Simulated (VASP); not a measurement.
# Hf2ZrC3 (R-3m) in VASP: single point with PBE

Aim: the single point of Hf2ZrC3 with PBE.

Program: VASP 6.6.1. These are calculated values, not measurements. Logs are shortened: lines on timing, memory, paths and dates and some standing lists are left out, and cuts for length are marked.

**1. The cell of the first run**

It takes space group R-3m (No. 166, trigonal). Conventional cell: a = 5.878 Å, b = 5.878 Å, c = 9.397 Å, α = 90.00°, β = 90.00°, γ = 120.00°. Within 3.1 Å of Zr (site symmetry -3m) lie 6 C at 2.31 Å and 2 Hf at 2.91 Å. Hf (site symmetry 3m) has 3 C at 2.16 Å and 1 Zr at 2.91 Å within 3.0 Å. Within 3.0 Å of C (site symmetry 2/m) lie 2 Hf at 2.16 Å and 2 Zr at 2.31 Å and 4 C at 2.94 Å.

The cell was built from a structure type or drawn by symmetry, and may not be a known phase.

**2. Single point, PBE**

The input, INCAR:

```
SYSTEM = Hf2ZrC3
PREC = Accurate
ENCUT = 520
EDIFF = 1E-6
ISMEAR = 0
SIGMA = 0.1
LREAL = .FALSE.
LASPH = .TRUE.
NELM = 60
ALGO = Normal
ISIF = 2
LWAVE = .FALSE.
LCHARG = .FALSE.
GGA = PE
NBANDS = 31
```

The input, KPOINTS:

```
Automatic mesh
0
G
  12 12 12
  0 0 0
```

The input, POSCAR:

```
Hf2ZrC3
1.0
    2.9391258931      1.6969051256      3.1323768396
   -2.9391258931      1.6969051256      3.1323768396
    0.0000000000     -3.3938102512      3.1323768396
Zr Hf C
1 2 3
Direct
    0.5000000000      0.5000000000      0.5000000000
    0.8095064808      0.8095064808      0.8095064808
    0.1904935192      0.1904935192      0.1904935192
    0.5000000000      0.0000000000      0.5000000000
    0.5000000000      0.5000000000      0.0000000000
    0.0000000000      0.5000000000      0.5000000000
```

Potentials or basis: VASP PAW PBE potentials, release 64 (Zr_sv, Hf_pv, C).

The run is started by

```bash
$ cat potpaw_PBE.64/Zr_sv/POTCAR potpaw_PBE.64/Hf_pv/POTCAR potpaw_PBE.64/C/POTCAR > POTCAR
$ mpirun -np 1 vasp_std > vasp.out
```

OUTCAR:

```text
SYSTEM = Hf2ZrC3
   PREC = Accurate
   ENCUT = 520
   EDIFF = 1E-6
   ISMEAR = 0
   LREAL = .FALSE.
   LASPH = .TRUE.
   NELM = 60
   ISIF = 2
   GGA = PE

 ion  position               nearest neighbor table
   1  0.500  0.500  0.500-   4 2.31   6 2.31   4 2.31   6 2.31   5 2.31   5 2.31   2 2.91   3 2.91
                             2 3.40   3 3.40   2 3.40   3 3.40   2 3.40   3 3.40
   2  0.810  0.810  0.810-   4 2.16   6 2.16   5 2.16   1 2.91   1 3.40   1 3.40   1 3.40   3 3.42
                             3 3.42   3 3.42   3 3.58
   3  0.190  0.190  0.190-   4 2.16   6 2.16   5 2.16   1 2.91   1 3.40   1 3.40   1 3.40   2 3.42
                             2 3.42   2 3.42   2 3.58
   4  0.500  0.000  0.500-   2 2.16   3 2.16   1 2.31   1 2.31
   5  0.500  0.500  0.000-   2 2.16   3 2.16   1 2.31   1 2.31
   6  0.000  0.500  0.500-   2 2.16   3 2.16   1 2.31   1 2.31

  LATTYP: Found a trigonal (rhomboedric) cell.
 ALAT       =     4.6184123556
 COS(alpha) =     0.1900075690

  Lattice vectors:

 A1 = (   2.9391258931,   1.6969051256,   3.1323768396)
 A2 = (  -2.9391258931,   1.6969051256,   3.1323768396)
 A3 = (   0.0000000000,  -3.3938102512,   3.1323768396)

Analysis of symmetry for initial positions (statically):
=====================================================================
 Subroutine PRICEL returns:
 Original cell was already a primitive cell.

 Routine SETGRP: Setting up the symmetry group for a
 trigonal (rhombohedral) supercell.

 Subroutine GETGRP returns: Found 12 space group operations
 (whereof 12 operations were pure point group operations)
 out of a pool of 12 trial point group operations.

The static configuration has the point symmetry D_3d.

Analysis of symmetry for dynamics (positions and initial velocities):
=====================================================================
 Subroutine PRICEL returns:
 Original cell was already a primitive cell.

 Routine SETGRP: Setting up the symmetry group for a
 trigonal (rhombohedral) supercell.

 Subroutine GETGRP returns: Found 12 space group operations
 (whereof 12 operations were pure point group operations)
 out of a pool of 12 trial point group operations.

The dynamic configuration has the point symmetry D_3d.

 Subroutine INISYM returns: Found 12 space group operations
 (whereof 12 operations are pure point group operations),
 and found     1 'primitive' translations

----------------------------------------------------------------------------------------

                                     Primitive cell

  volume of cell :      93.7348

  direct lattice vectors                    reciprocal lattice vectors
     2.939125893  1.696905126  3.132376840     0.170118606  0.098218023  0.106415464
    -2.939125893  1.696905126  3.132376840    -0.170118606  0.098218023  0.106415464
     0.000000000 -3.393810251  3.132376840     0.000000000 -0.196436046  0.106415464

  length of vectors
     4.618412356  4.618412356  4.618412356     0.223408529  0.223408529  0.223408529

  position of ions in fractional coordinates (direct lattice)
     0.500000000  0.500000000  0.500000000
     0.809506481  0.809506481  0.809506481
     0.190493519  0.190493519  0.190493519
     0.500000000  1.000000000  0.500000000
     0.500000000  0.500000000  0.000000000
     1.000000000  0.500000000  0.500000000

  ion indices of the primitive-cell ions
   primitive index   ion index
                 1           1
                 2           2
                 3           3
                 4           4
                 5           5
                 6           6

----------------------------------------------------------------------------------------

 KPOINTS: Automatic mesh

Automatic generation of k-mesh.
 Grid dimensions read from file:
 generate k-points for:   12   12   12

 Generating k-lattice:

  Cartesian coordinates                     Fractional coordinates (reciprocal lattice)
     0.014176551  0.008184835  0.008867955     0.083333333  0.000000000  0.000000000
    -0.014176551  0.008184835  0.008867955     0.000000000  0.083333333  0.000000000
     0.000000000 -0.016369671  0.008867955     0.000000000  0.000000000  0.083333333

  Length of vectors
     0.018617377  0.018617377  0.018617377

  Shift w.r.t. Gamma in fractional coordinates (k-lattice)
     0.000000000  0.000000000  0.000000000

 Subroutine IBZKPT returns following result:
 ===========================================

 Found    189 irreducible k-points:

 Following reciprocal coordinates:
            Coordinates               Weight
  0.000000  0.000000  0.000000      1.000000
  0.083333 -0.000000 -0.000000      6.000000
  0.166667 -0.000000 -0.000000      6.000000
  0.250000  0.000000 -0.000000      6.000000
  0.333333  0.000000 -0.000000      6.000000
  0.416667 -0.000000  0.000000      6.000000
[... 16 lines left out ...]
  0.500000  0.166667 -0.000000     12.000000
 -0.416667  0.166667  0.000000     12.000000
 [... further k-points ...]
   k-points           NKPTS =    189   k-points in BZ     NKDIM =    189   number of bands    NBANDS=     31
   number of dos      NEDOS =    301   number of ions     NIONS =      6
   total plane-waves  NPLWV =  46656
   dimension x,y,z NGX =    36 NGY =   36 NGZ =   36
   dimension x,y,z NGXF=    72 NGYF=   72 NGZF=   72
   ions per type =               1   2   3
   NGX,Y,Z   is equivalent  to a cutoff of  12.96, 12.96, 12.96 a.u.
   NGXF,Y,Z  is equivalent  to a cutoff of  25.92, 25.92, 25.92 a.u.
 SYSTEM =  Hf2ZrC3
   PREC   = accura    normal or accurate (medium, high low for compatibility)
   ISTART =      0    job   : 0-new  1-cont  2-samecut
   ICHARG =      2    charge: 1-file 2-atom 10-const
   ISPIN  =      1    spin polarized calculation?
   LNONCOLLINEAR =      F non collinear calculations
   LSORBIT =      F    spin-orbit coupling
   LASPH  =      T    aspherical Exc in radial PAW
   ENCUT  =  520.0 eV  38.22 Ry    6.18 a.u.   8.59  8.59  8.59*2*pi/ulx,y,z
   NELM   =     60;   NELMIN=  2; NELMDL= -5     # of ELM steps
   EDIFF  = 0.1E-05   stopping-criterion for ELM
   LREAL  =      F    real-space projection
   EDIFFG = 0.1E-04   stopping-criterion for IOM
   NSW    =      0    number of steps for IOM
   IBRION =     -1    ionic relax: 0-MD 1-quasi-New 2-CG
   NFREE  =      0    steps in history (QN), initial steepest desc. (CG)
   ISIF   =      2    stress and relaxation
   ISYM   =      2    0-nonsym 1-usesym 2-fastsym
   POTIM  = 0.5000    time-step for ionic-motion
   TEBEG  =    0.0;   TEEND  =   0.0 temperature during run
   PSTRESS=    0.0 pullay stress
   NELECT =      44.0000    total number of electrons
   NUPDOWN=      -1.0000    fix difference up-down
   EMIN   =  10.00;   EMAX   =-10.00  energy-range for DOS
   EFERMI =   0.00;   METHOD = LEGACY
   ISMEAR =     0;   SIGMA  =   0.10  broadening in eV -4-tet -1-fermi 0-gaus
   EFERMI_NEDOS =   21; number of points for ismear=-14 and -15
   IALGO  =     38    algorithm
   IMIX   =      4    mixing-type and parameters
     AMIX     =   0.40;   BMIX     =  1.00
     AMIX_MAG =   1.60;   BMIX_MAG =  1.00
  volume/ion in A,a.u.               =      15.62       105.43
  Fermi-wavevector in a.u.,A,eV,Ry     =   1.272307  2.404312 22.024650  1.618766
  Thomas-Fermi vector in A             =   2.405193
   LORBIT       =      0    0 simple, 1 ext, 2 COOP (PROOUT), +10 PAW based schemes
   GGA     = PE    functional components
   LHFCALC =     F    Hartree Fock is set to
   AEXX    =    0.0000 exact exchange contribution
   IVDW    =     0    specifies the selected vdW correction
   LEPSILON=     F    determine dielectric tensor
   LRPA    =     F    only Hartree local field effects (RPA)
 non-spin polarized calculation
 Gauss-broadening in eV      SIGMA  =   0.10
  energy-cutoff  :      520.00
  volume of cell :       93.73
 maximum number of plane-waves:      2545
   NGX = 17   NGY = 17   NGZ = 17

 number of electron      44.0000002 magnetization

 Free energy of the ion-electron system (eV)
  ---------------------------------------------------
  ext. energy  EPLUGINS =         0.00000000
  ---------------------------------------------------
  free energy    TOTEN  =       -54.98769034 eV

  energy without entropy =      -54.97104331  energy(sigma->0) =      -54.97936683

 E-fermi :   5.7587     XC(G=0): -11.0336

 val. band max:        5.7541806230   @ k =  -0.1667   0.1667   0.0000
 cond. band min:       5.7588740716   @ k =   0.2500   0.0000  -0.0000
 fundamental gap:      0.0046934486
 Fermi energy:         5.7586683440

 k-point     1 :       0.0000    0.0000    0.0000
  band No.  band energies     occupation
      1     -42.3893      2.00000
      2     -24.9310      2.00000
      3     -24.9310      2.00000
      4     -24.9084      2.00000
      5     -24.8871      2.00000
      6     -24.8012      2.00000
[... 23 lines left out ...]
     30      10.2849      0.00000
     31      10.5076      0.00000

 k-point     2 :       0.0833   -0.0000   -0.0000
  band No.  band energies     occupation
      1     -42.3892      2.00000
      2     -24.9311      2.00000
      3     -24.9300      2.00000
      4     -24.9122      2.00000
      5     -24.8838      2.00000
      6     -24.8029      2.00000
[... 23 lines left out ...]
     30      10.2193      0.00000
     31      10.4786      0.00000

 k-point     3 :       0.1667   -0.0000   -0.0000
  band No.  band energies     occupation
      1     -42.3892      2.00000
      2     -24.9314      2.00000
      3     -24.9271      2.00000
      4     -24.9198      2.00000
      5     -24.8779      2.00000
      6     -24.8078      2.00000
[... 23 lines left out ...]
     30      10.0492      0.00000
     31      10.4225      0.00000

 k-point     4 :       0.2500    0.0000   -0.0000
  band No.  band energies     occupation
      1     -42.3892      2.00000
      2     -24.9319      2.00000
      3     -24.9285      2.00000
      4     -24.9209      2.00000
      5     -24.8723      2.00000
      6     -24.8158      2.00000
[... 635 lines left out ...]
     30       9.7559      0.00000
     31      10.5101      0.00000

 k-point    23 :       0.5000    0.1667   -0.0000
  band No.  band energies     occupation
      1     -42.3890      2.00000
      2     -24.9429      2.00000
      3     -24.9383      2.00000
      4     -24.8989      2.00000
      5     -24.8674      2.00000
      6     -24.8434      2.00000
[... 23 lines left out ...]
     30       9.9290      0.00000
     31      10.5252      0.00000

 k-point    24 :      -0.4167    0.1667    0.0000
  band No.  band energies     occupation
      1     -42.3891      2.00000
      2     -24.9427      2.00000
      3     -24.9330      2.00000
      4     -24.8931      2.00000
      5     -24.8714      2.00000
      6     -24.8504      2.00000
[... 23 lines left out ...]
     30      10.1486      0.00000
     31      10.3933      0.00000

 [... further k-points ...]
[... 5 lines left out ...]
  --------------------------------------------------------------------------------------
  -------------------------------------------------------------------------------------
  Total       -0.1552260     -0.1552260     -0.2842148      0.0000000      0.0000000      0.0000000
  in kB       -2.6532244     -2.6532244     -4.8579862      0.0000000      0.0000000      0.0000000
  external PRESSURE =      -3.3881450 kB  Pullay stress =       0.0000000 kB

 VOLUME and BASIS-vectors are now :
 -----------------------------------------------------------------------------
  energy-cutoff  :      520.00
  volume of cell :       93.73
      direct lattice vectors                 reciprocal lattice vectors
     2.939125893  1.696905126  3.132376840     0.170118606  0.098218023  0.106415464
    -2.939125893  1.696905126  3.132376840    -0.170118606  0.098218023  0.106415464
     0.000000000 -3.393810251  3.132376840     0.000000000 -0.196436046  0.106415464

 POSITION                                       TOTAL-FORCE (eV/Angst)
 -----------------------------------------------------------------------------------
      0.00000      0.00000      4.69857         0.000000      0.000000     -0.000000
      0.00000      0.00000      7.60704        -0.000000      0.000000     -0.046201
      0.00000      0.00000      1.79009        -0.000000     -0.000000      0.046201
      1.46956     -0.84845      3.13238        -0.000000      0.000000      0.000000
      0.00000      1.69691      3.13238        -0.000000      0.000000     -0.000000
     -1.46956     -0.84845      3.13238        -0.000000      0.000000      0.000000
 -----------------------------------------------------------------------------------
    total drift:                               -0.000000     -0.000000      0.000000

  FREE ENERGIE OF THE ION-ELECTRON SYSTEM (eV)
  ---------------------------------------------------
  free  energy   TOTEN  =       -54.9876903401 eV

  energy  without entropy=      -54.9710433123  energy(sigma->0) =      -54.97936683
```

Run time: 4.4 min. Hardware: 1 thread of Intel Xeon 6975P-C (Granite Rapids), shared host; peak memory 0.6 GiB.

What came out:

| Quantity | Value |
| --- | --- |
| Free energy | -54.9877 eV |
| Pressure | -0.3 GPa |
| Largest force | 0.046 eV/Å |
| Band gap on the k mesh | zero (bands 22 and 23 overlap by 1.36 eV) |

Forces on the atoms (eV/Å):
```
Zr   0.000  0.000  0.000
Hf   0.000  0.000 -0.046
Hf   0.000  0.000  0.046
C    0.000  0.000  0.000
C    0.000  0.000  0.000
C    0.000  0.000  0.000
```

Caveat: spin-orbit coupling is left out, which moves the levels of the heavy elements.
